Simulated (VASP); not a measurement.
Here is a VASP 6.6.1 calculation.

Contents of POSCAR:

```
PbS
1.0
    0.0000000000      2.9951157712      2.9951157712
    2.9951157712      0.0000000000      2.9951157712
    2.9951157712      2.9951157712      0.0000000000
Pb S
1 1
Direct
    0.0000000000      0.0000000000      0.0000000000
    0.5000000000      0.5000000000      0.5000000000
```

File INCAR.step1:

```
GGA = PE
LSORBIT = T
MAGMOM = 0 0 0 0 0 0
LORBIT = 11
ISMEAR = 0
SIGMA = 0.03
LWAVE = F
LCHARG = F
NSW = 80
PREC = Accurate
LASPH = T
LREAL = F
ALGO = Normal
EDIFF = 1E-7
NELM = 200
GGA_COMPAT = F
IBRION = 2
ISIF = 3
EDIFFG = -0.002
NELMIN = 4
ENCUT = 690
EFERMI = MIDGAP
KPAR = 4
POTIM = 0.5
```

INCAR.step4

```
GGA = PE
LSORBIT = T
MAGMOM = 0 0 0 0 0 0
LORBIT = 11
ISMEAR = 0
SIGMA = 0.03
LWAVE = F
LCHARG = F
PREC = Accurate
LASPH = T
LREAL = F
ALGO = Normal
EDIFF = 1E-7
NELM = 200
GGA_COMPAT = F
ISIF = 2
ENCUT = 690
EFERMI = MIDGAP
KPAR = 4
```

The input KPOINTS:

```
Automatic mesh
0
Gamma
  8 8 8
  0 0 0
```

Potentials or basis: VASP PAW PBE potentials, release 64 (Pb_d, S).

Run with:

```sh
$ cat potpaw_PBE.64/Pb_d/POTCAR potpaw_PBE.64/S/POTCAR > POTCAR
$ cp INCAR.step1 INCAR
$ cp POSCAR.step1 POSCAR
$ mpirun -np 4 vasp_ncl > vasp.out
$ cp CONTCAR POSCAR
$ mpirun -np 4 vasp_ncl > vasp.out
$ cp CONTCAR POSCAR
$ mpirun -np 4 vasp_ncl > vasp.out
$ cp CONTCAR POSCAR
$ cp INCAR.step4 INCAR
$ mpirun -np 4 vasp_ncl > vasp.out
```

Question: Predict the space group after relaxing (to 0.1 Å).

Answer: Fm-3m (No. 225).

Question: Estimate the relaxed cell.

Answer: a = 4.244 Å, b = 4.244 Å, c = 4.244 Å, α = 60.00°, β = 60.00°, γ = 60.00°.

Final structure:
```yaml
crystal:
  lattice:
    - [0.00000, 3.00090, 3.00090]
    - [3.00090, 0.00000, 3.00090]
    - [3.00090, 3.00090, 0.00000]
  atoms:
    - { symbol: Pb, position: [0.00000, 0.00000, 0.00000] }
    - { symbol: S, position: [0.50000, 0.50000, 0.50000] }
```

PBE usually gives volumes a little too large and moduli too small. Zero-point motion and thermal expansion aren't in these numbers.
